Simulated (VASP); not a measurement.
# ZnS (zincblende type) (F-43m) in VASP: further runs

The runs below take ZnS (zincblende type) through single point, relaxation of cell and atoms, with PBE.

Everything below comes from runs of VASP 6.6.1. Logs are shortened: lines on timing, memory, paths and dates and some standing lists are left out, and cuts for length are marked.

**1. The cell of the first run**

It takes space group F-43m (No. 216, cubic). Conventional cell: a = 5.443 Å, b = 5.443 Å, c = 5.443 Å, α = 90.00°, β = 90.00°, γ = 90.00°. Within 3.1 Å of Zn (site symmetry -43m) lie 4 S at 2.36 Å. S (site symmetry -43m) has 4 Zn at 2.36 Å within 3.1 Å.

**2. Single point, PBE**

Contents of INCAR:

```
PREC = Accurate ; ENCUT = 500
EDIFF = 1E-6 ; ISMEAR = -1
SIGMA = 0.05 ; LREAL = False
LASPH = True ; NELM = 120
ALGO = Normal ; ISIF = 2
LWAVE = False ; LCHARG = False
GGA = PE ; NBANDS = 16
GGA_COMPAT = False
```

Contents of KPOINTS:

```
regular mesh
0
Gamma
  12 12 12
```

Contents of POSCAR:

```
ZnS
1.0
    0.0000000000      2.7215017777      2.7215017777
    2.7215017777      0.0000000000      2.7215017777
    2.7215017777      2.7215017777      0.0000000000
Zn S
1 1
Direct
    0.0000000000      0.0000000000      0.0000000000
    0.2500000000      0.2500000000      0.2500000000
```

Potentials or basis: VASP PAW PBE potentials, release 64 (Zn, S).

Run with:

```
$ cat potpaw_PBE.64/Zn/POTCAR potpaw_PBE.64/S/POTCAR > POTCAR
$ mpirun -np 1 vasp_std > vasp.out
```

OUTCAR:

```text
PREC = Accurate
   ENCUT = 500
   EDIFF = 1E-6
   ISMEAR = -1
   LREAL = False
   LASPH = True
   NELM = 120
   ISIF = 2
   GGA = PE

 ion  position               nearest neighbor table
   1  0.000  0.000  0.000-   2 2.36   2 2.36   2 2.36   2 2.36
   2  0.250  0.250  0.250-   1 2.36   1 2.36   1 2.36   1 2.36

  LATTYP: Found a face centered cubic cell.
 ALAT       =     5.4430035554

  Lattice vectors:

 A1 = (   0.0000000000,   2.7215017777,   2.7215017777)
 A2 = (   2.7215017777,   0.0000000000,   2.7215017777)
 A3 = (   2.7215017777,   2.7215017777,   0.0000000000)

Analysis of symmetry for initial positions (statically):
=====================================================================
 Subroutine PRICEL returns:
 Original cell was already a primitive cell.

 Routine SETGRP: Setting up the symmetry group for a
 face centered cubic supercell.

 Subroutine GETGRP returns: Found 24 space group operations
 (whereof 24 operations were pure point group operations)
 out of a pool of 48 trial point group operations.

The static configuration has the point symmetry T_d .

Analysis of symmetry for dynamics (positions and initial velocities):
=====================================================================
 Subroutine PRICEL returns:
 Original cell was already a primitive cell.

 Routine SETGRP: Setting up the symmetry group for a
 face centered cubic supercell.

 Subroutine GETGRP returns: Found 24 space group operations
 (whereof 24 operations were pure point group operations)
 out of a pool of 48 trial point group operations.

The dynamic configuration has the point symmetry T_d .

 Subroutine INISYM returns: Found 24 space group operations
 (whereof 24 operations are pure point group operations),
 and found     1 'primitive' translations

----------------------------------------------------------------------------------------

                                     Primitive cell

  volume of cell :      40.3140

  direct lattice vectors                    reciprocal lattice vectors
     0.000000000  2.721501778  2.721501778    -0.183722092  0.183722092  0.183722092
     2.721501778  0.000000000  2.721501778     0.183722092 -0.183722092  0.183722092
     2.721501778  2.721501778  0.000000000     0.183722092  0.183722092 -0.183722092

  length of vectors
     3.848784724  3.848784724  3.848784724     0.318215998  0.318215998  0.318215998

  position of ions in fractional coordinates (direct lattice)
     0.000000000  0.000000000  0.000000000
     0.250000000  0.250000000  0.250000000

  ion indices of the primitive-cell ions
   primitive index   ion index
                 1           1
                 2           2

----------------------------------------------------------------------------------------

 KPOINTS: regular mesh

Automatic generation of k-mesh.
 Grid dimensions read from file:
 generate k-points for:   12   12   12

 Generating k-lattice:

  Cartesian coordinates                     Fractional coordinates (reciprocal lattice)
    -0.015310174  0.015310174  0.015310174     0.083333333  0.000000000  0.000000000
     0.015310174 -0.015310174  0.015310174     0.000000000  0.083333333  0.000000000
     0.015310174  0.015310174 -0.015310174     0.000000000  0.000000000  0.083333333

  Length of vectors
     0.026518000  0.026518000  0.026518000

  Shift w.r.t. Gamma in fractional coordinates (k-lattice)
     0.000000000  0.000000000  0.000000000

 Subroutine IBZKPT returns following result:
 ===========================================

 Found     72 irreducible k-points:

 Following reciprocal coordinates:
            Coordinates               Weight
  0.000000  0.000000  0.000000      1.000000
  0.083333  0.000000  0.000000      8.000000
  0.166667  0.000000  0.000000      8.000000
  0.250000  0.000000  0.000000      8.000000
  0.333333  0.000000  0.000000      8.000000
  0.416667  0.000000  0.000000      8.000000
[... 16 lines left out ...]
  0.500000  0.166667  0.000000     24.000000
 -0.416667  0.166667  0.000000     24.000000
 [... further k-points ...]
   k-points           NKPTS =     72   k-points in BZ     NKDIM =     72   number of bands    NBANDS=     16
   number of dos      NEDOS =    301   number of ions     NIONS =      2
   total plane-waves  NPLWV =  21952
   dimension x,y,z NGX =    28 NGY =   28 NGZ =   28
   dimension x,y,z NGXF=    56 NGYF=   56 NGZF=   56
   ions per type =               1   1
   NGX,Y,Z   is equivalent  to a cutoff of  12.09, 12.09, 12.09 a.u.
   NGXF,Y,Z  is equivalent  to a cutoff of  24.19, 24.19, 24.19 a.u.
 SYSTEM =  unknown system
   PREC   = accura    normal or accurate (medium, high low for compatibility)
   ISTART =      0    job   : 0-new  1-cont  2-samecut
   ICHARG =      2    charge: 1-file 2-atom 10-const
   ISPIN  =      1    spin polarized calculation?
   LNONCOLLINEAR =      F non collinear calculations
   LSORBIT =      F    spin-orbit coupling
   LASPH  =      T    aspherical Exc in radial PAW
   ENCUT  =  500.0 eV  36.75 Ry    6.06 a.u.   7.02  7.02  7.02*2*pi/ulx,y,z
   NELM   =    120;   NELMIN=  2; NELMDL= -5     # of ELM steps
   EDIFF  = 0.1E-05   stopping-criterion for ELM
   LREAL  =      F    real-space projection
   EDIFFG = 0.1E-04   stopping-criterion for IOM
   NSW    =      0    number of steps for IOM
   IBRION =     -1    ionic relax: 0-MD 1-quasi-New 2-CG
   NFREE  =      0    steps in history (QN), initial steepest desc. (CG)
   ISIF   =      2    stress and relaxation
   ISYM   =      2    0-nonsym 1-usesym 2-fastsym
   POTIM  = 0.5000    time-step for ionic-motion
   TEBEG  =    0.0;   TEEND  =   0.0 temperature during run
   PSTRESS=    0.0 pullay stress
   NELECT =      18.0000    total number of electrons
   NUPDOWN=      -1.0000    fix difference up-down
   EMIN   =  10.00;   EMAX   =-10.00  energy-range for DOS
   EFERMI =   0.00;   METHOD = LEGACY
   ISMEAR =    -1;   SIGMA  =   0.05  broadening in eV -4-tet -1-fermi 0-gaus
   EFERMI_NEDOS =   21; number of points for ismear=-14 and -15
   IALGO  =     38    algorithm
   IMIX   =      4    mixing-type and parameters
     AMIX     =   0.40;   BMIX     =  1.00
     AMIX_MAG =   1.60;   BMIX_MAG =  1.00
  volume/ion in A,a.u.               =      20.16       136.03
  Fermi-wavevector in a.u.,A,eV,Ry     =   1.251259  2.364536 21.301932  1.565648
  Thomas-Fermi vector in A             =   2.385214
   LORBIT       =      0    0 simple, 1 ext, 2 COOP (PROOUT), +10 PAW based schemes
   GGA     = PE    functional components
   LHFCALC =     F    Hartree Fock is set to
   AEXX    =    0.0000 exact exchange contribution
   IVDW    =     0    specifies the selected vdW correction
   LEPSILON=     F    determine dielectric tensor
   LRPA    =     F    only Hartree local field effects (RPA)
 non-spin polarized calculation
  energy-cutoff  :      500.00
  volume of cell :       40.31
 maximum number of plane-waves:      1036
   NGX = 13   NGY = 13   NGZ = 13

 number of electron      17.9999988 magnetization

 Free energy of the ion-electron system (eV)
  ---------------------------------------------------
  ext. energy  EPLUGINS =         0.00000000
  ---------------------------------------------------
  free energy    TOTEN  =        -6.85237510 eV

  energy without entropy =       -6.85237510  energy(sigma->0) =       -6.85237510

 E-fermi :   2.9078     XC(G=0):  -9.5292

 val. band max:        1.9083033674   @ k =   0.0000   0.0000   0.0000
 cond. band min:       3.9280555409   @ k =   0.0000   0.0000   0.0000
 fundamental gap:      2.0197521735
 Fermi energy:         2.9078260160

 k-point     1 :       0.0000    0.0000    0.0000
  band No.  band energies     occupation
      1     -11.0841      2.00000
      2      -4.3478      2.00000
      3      -4.3478      2.00000
      4      -4.3478      2.00000
      5      -3.8749      2.00000
      6      -3.8749      2.00000
[... 8 lines left out ...]
     15      13.6455      0.00000
     16      13.6578      0.00000

 k-point     2 :       0.0833    0.0000    0.0000
  band No.  band energies     occupation
      1     -11.0333      2.00000
      2      -4.3473      2.00000
      3      -4.3385      2.00000
      4      -4.3385      2.00000
      5      -3.8758      2.00000
      6      -3.8758      2.00000
[... 8 lines left out ...]
     15      13.3142      0.00000
     16      14.0899      0.00000

 k-point     3 :       0.1667    0.0000    0.0000
  band No.  band energies     occupation
      1     -10.8894      2.00000
      2      -4.3375      2.00000
      3      -4.3141      2.00000
      4      -4.3141      2.00000
      5      -3.8766      2.00000
      6      -3.8766      2.00000
[... 8 lines left out ...]
     15      12.8714      0.00000
     16      14.5254      0.00000

 k-point     4 :       0.2500    0.0000    0.0000
  band No.  band energies     occupation
      1     -10.6789      2.00000
      2      -4.2936      2.00000
      3      -4.2838      2.00000
      4      -4.2838      2.00000
      5      -3.8733      2.00000
      6      -3.8733      2.00000
[... 8 lines left out ...]
     15      12.8633      0.00000
     16      14.0540      0.00000

 k-point     5 :       0.3333    0.0000    0.0000
  band No.  band energies     occupation
      1     -10.4494      2.00000
      2      -4.2580      2.00000
      3      -4.2580      2.00000
      4      -4.1766      2.00000
      5      -3.8637      2.00000
      6      -3.8637      2.00000
[... 8 lines left out ...]
     15      13.4624      0.00000
     16      13.7125      0.00000

 k-point     6 :       0.4167    0.0000    0.0000
  band No.  band energies     occupation
      1     -10.2667      2.00000
      2      -4.2426      2.00000
      3      -4.2426      2.00000
      4      -3.9427      2.00000
      5      -3.8518      2.00000
      6      -3.8518      2.00000
[... 8 lines left out ...]
     15      14.4935      0.00000
     16      14.4935      0.00000
[... 267 lines left out ...]
 k-point    21 :       0.3333    0.1667    0.0000
  band No.  band energies     occupation
      1     -10.4622      2.00000
      2      -4.3273      2.00000
      3      -4.2150      2.00000
      4      -4.1983      2.00000
      5      -3.8919      2.00000
      6      -3.8417      2.00000
[... 8 lines left out ...]
     15      14.4241      0.00000
     16      15.8249      0.00000

 k-point    22 :       0.4167    0.1667    0.0000
  band No.  band energies     occupation
      1     -10.2628      2.00000
      2      -4.2696      2.00000
      3      -4.1935      2.00000
      4      -4.1018      2.00000
      5      -3.8469      2.00000
      6      -3.8370      2.00000
[... 8 lines left out ...]
     15      15.1383      0.00000
     16      15.5826      0.00000

 k-point    23 :       0.5000    0.1667    0.0000
  band No.  band energies     occupation
      1     -10.1296      2.00000
      2      -4.2420      2.00000
      3      -4.1861      2.00000
      4      -3.9601      2.00000
      5      -3.8411      2.00000
      6      -3.7186      2.00000
[... 8 lines left out ...]
     15      15.2999      0.00000
     16      15.8399      0.00000

 k-point    24 :      -0.4167    0.1667    0.0000
  band No.  band energies     occupation
      1     -10.1112      2.00000
      2      -4.2328      2.00000
      3      -4.1914      2.00000
      4      -3.9080      2.00000
      5      -3.8566      2.00000
      6      -3.6710      2.00000
[... 8 lines left out ...]
     15      14.1469      0.00000
     16      15.7374      0.00000

 [... further k-points ...]
[... 5 lines left out ...]
  --------------------------------------------------------------------------------------
  -------------------------------------------------------------------------------------
  Total        0.0405055      0.0405055      0.0405055      0.0000000      0.0000000      0.0000000
  in kB        1.6097897      1.6097897      1.6097897      0.0000000      0.0000000      0.0000000
  external PRESSURE =       1.6097897 kB  Pullay stress =       0.0000000 kB

 VOLUME and BASIS-vectors are now :
 -----------------------------------------------------------------------------
  energy-cutoff  :      500.00
  volume of cell :       40.31
      direct lattice vectors                 reciprocal lattice vectors
     0.000000000  2.721501778  2.721501778    -0.183722092  0.183722092  0.183722092
     2.721501778  0.000000000  2.721501778     0.183722092 -0.183722092  0.183722092
     2.721501778  2.721501778  0.000000000     0.183722092  0.183722092 -0.183722092

 POSITION                                       TOTAL-FORCE (eV/Angst)
 -----------------------------------------------------------------------------------
      0.00000      0.00000      0.00000         0.000000      0.000000      0.000000
      1.36075      1.36075      1.36075        -0.000000     -0.000000     -0.000000
 -----------------------------------------------------------------------------------
    total drift:                                0.000000      0.000000      0.000000

  FREE ENERGIE OF THE ION-ELECTRON SYSTEM (eV)
  ---------------------------------------------------
  free  energy   TOTEN  =        -6.8523751011 eV

  energy  without entropy=       -6.8523751011  energy(sigma->0) =       -6.85237510
```

Run time: 31 s. Hardware: 1 thread of Intel Xeon 6975P-C, shared host; peak memory 0.18 GiB.

Results:

```
Free energy            : -6.8524 eV
Pressure               : 0.2 GPa
Band gap on the k mesh : 2.02 eV, direct
```

Levels at points of the mesh, in eV from the valence-band top:
| k point | band 5 | band 6 | band 7 | band 8 | band 9 | band 10 | band 11 | band 12 | band 13 | band 14 |
| --- | --- | --- | --- | --- | --- | --- | --- | --- | --- | --- |
| (0.00, 0.00, 0.00) | -5.78 | -5.78 | 0.00 | 0.00 | 0.00 | 2.02 | 6.41 | 6.41 | 6.41 | 11.74 |
| (0.50, 0.00, 0.00) | -5.75 | -5.59 | -5.15 | -0.84 | -0.84 | 3.27 | 6.94 | 6.94 | 8.79 | 12.07 |
| (0.50, 0.50, 0.00) | -5.71 | -5.57 | -4.47 | -2.14 | -2.14 | 3.45 | 4.07 | 10.83 | 11.82 | 11.82 |

**3. Relaxation of cell and atoms, PBE, target pressure 0.016 GPa, at which the enthalpy is minimised**

This run uses another cell than the first one, of 19.94 Å³/atom, 0.989 times its volume.

Contents of INCAR:

```
PREC = Accurate ; ENCUT = 500
EDIFF = 1E-7 ; ISMEAR = -1
SIGMA = 0.05 ; LREAL = F
LASPH = T ; NELM = 120
ALGO = Normal ; ISIF = 3
LWAVE = F ; LCHARG = F
GGA = PE ; IBRION = 2
NSW = 60 ; EDIFFG = -0.005
PSTRESS = 0.16 ; GGA_COMPAT = F
NELMIN = 4
```

KPOINTS is that of step 2.

Contents of POSCAR:

```
ZnS
1.0
    0.0000000000      2.7116162710      2.7116162710
    2.7116162710      0.0000000000      2.7116162710
    2.7116162710      2.7116162710      0.0000000000
Zn S
1 1
Direct
    0.0000000000      0.0000000000      0.0000000000
    0.2500000000      0.2500000000      0.2500000000
```

Potentials or basis: VASP PAW PBE potentials, release 64 (Zn, S).

Run with:

```
$ cat potpaw_PBE.64/Zn/POTCAR potpaw_PBE.64/S/POTCAR > POTCAR
$ mpirun -np 1 vasp_std > vasp.out
```

Run time: 61 s. Hardware: 1 thread of Intel Xeon 6975P-C, shared host; peak memory 0.18 GiB.

The run converged. Its results:

```yaml
Free_energy: -6.8523 eV
Relaxed_volume: 20.20 Å³/atom
Relaxed_cell: a = 3.851 Å, b = 3.851 Å, c = 3.851 Å, α = 60.00°, β = 60.00°, γ = 60.00°
Space_group_after_relaxing_to_0.05_Å: F-43m (No. 216)
Energy_change_on_relaxing_the_enthalpy_is_what_falls: -0.8 meV/atom
Ionic_steps: 3
Pressure_after_relaxing: 0.0 GPa
Band_gap_on_the_k_mesh: 2.01 eV, direct
```

Step by step:
```csv
step,energy change (eV),largest force (eV/Å),pressure (GPa),volume (Å³)
1,0.0000,0.0000,0.95,39.88
2,-0.0014,0.0000,-0.24,40.55
3,-0.0015,0.0000,0.02,40.39
```

Final structure:
```yaml
crystal:
  lattice:
    - [0.00000, 2.72328, 2.72328]
    - [2.72328, 0.00000, 2.72328]
    - [2.72328, 2.72328, 0.00000]
  atoms:
    - { symbol: Zn, position: [0.00000, 0.00000, 0.00000] }
    - { symbol: S, position: [0.25000, 0.25000, 0.25000] }
```

Levels at points of the mesh, in eV from the valence-band top:
```tsv
k point	band 6	band 7	band 8	band 9	band 10	band 11	band 12	band 13
(0.00, 0.00, 0.00)	-5.78	0.00	0.00	0.00	2.01	6.41	6.41	6.41
(0.50, 0.00, 0.00)	-5.58	-5.14	-0.83	-0.83	3.26	6.94	6.94	8.79
(0.50, 0.50, 0.00)	-5.57	-4.47	-2.14	-2.14	3.46	4.07	10.81	11.81
```

Caveat: the cell is relaxed towards a set pressure, so the enthalpy falls and the energy may rise. As with any semilocal functional, this PBE gap is likely too small.

**4. Relaxation of cell and atoms, PBE, target pressure 0.016 GPa, at which the enthalpy is minimised**

Contents of INCAR:

```
SYSTEM = ZnS
PREC = Accurate ; ENCUT = 500
EDIFF = 1E-7 ; ISMEAR = -1
SIGMA = 0.05 ; LREAL = .False.
LASPH = .True. ; NELM = 120
ALGO = Normal ; ISIF = 3
LWAVE = .False. ; LCHARG = .False.
GGA = PE ; IBRION = 2
NSW = 32 ; EDIFFG = -0.005
PSTRESS = 0.16 ; GGA_COMPAT = .False.
NELMIN = 4
```

Contents of KPOINTS:

```
regular mesh
0
Gamma
  12 12 12
  0 0 0
```

Contents of POSCAR:

```
ZnS
1.0
    0.0000000000      2.7215017777      2.7215017777
    2.7215017777      0.0000000000      2.7215017777
    2.7215017777      2.7215017777      0.0000000000
Zn S
1 1
Direct
    0.0000000000      0.0000000000      0.0000000000
    0.2500000000      0.2500000000      0.2500000000
```

Run with:

```
$ cat potpaw_PBE.64/Zn/POTCAR potpaw_PBE.64/S/POTCAR > POTCAR
$ mpirun -np 1 vasp_std > vasp.out
```

It took 38 s on 1 thread of Intel Xeon 6975P-C, shared host; peak memory 0.18 GiB.

It converged, with:

```yaml
Free_energy: -6.8524 eV
Relaxed_volume: 20.21 Å³/atom
Relaxed_cell: a = 3.852 Å, b = 3.852 Å, c = 3.852 Å, α = 60.00°, β = 60.00°, γ = 60.00°
Space_group_after_relaxing_to_0.05_Å: F-43m (No. 216)
Energy_change_on_relaxing_the_enthalpy_is_what_falls: -0.0 meV/atom
Ionic_steps: 2
Pressure_after_relaxing: 0.0 GPa
Band_gap_on_the_k_mesh: 2.01 eV, direct
```

Final structure:
```
CELL_PARAMETERS angstrom
0.00000 2.72394 2.72394
2.72394 0.00000 2.72394
2.72394 2.72394 0.00000
ATOMIC_POSITIONS crystal
Zn 0.00000 0.00000 0.00000
S 0.25000 0.25000 0.25000
```

Levels at points of the mesh, in eV from the valence-band top:
```csv
k point,band 5,band 6,band 7,band 8,band 9,band 10,band 11,band 12,band 13
"(0.00, 0.00, 0.00)",-5.78,-5.78,0.00,0.00,0.00,2.01,6.41,6.41,6.41
"(0.50, 0.00, 0.00)",-5.75,-5.58,-5.13,-0.83,-0.83,3.26,6.94,6.94,8.78
"(0.50, 0.50, 0.00)",-5.70,-5.57,-4.46,-2.13,-2.13,3.46,4.07,10.81,11.80
```

Caveat: the cell is relaxed towards a set pressure, so the enthalpy falls and the energy may rise.

**5. Summary**

```tsv
task	cell	gap on the mesh (eV)	pressure (GPa)
single point	a = 3.849 Å, angles 60.0°, 2 atoms	2.02	0.2
relaxation of cell and atoms	relaxed to 0.016 GPa from a = 3.835 Å, angles 60.0°, 2 atoms	2.01	0.0
relaxation of cell and atoms	relaxed to 0.016 GPa from a = 3.849 Å, angles 60.0°, 2 atoms	2.01	0.0
```

Alike in all rows: level PBE; potentials or basis VASP PAW PBE potentials, release 64 (Zn, S); no spin polarisation; k mesh 12 × 12 × 12; cutoff (eV) 500; smearing fermi-dirac 0.05 eV.

Caveats: the cell is relaxed towards a set pressure, so the enthalpy falls and the energy may rise (some runs).

Absolute energies hang on the potentials; compare differences alone.
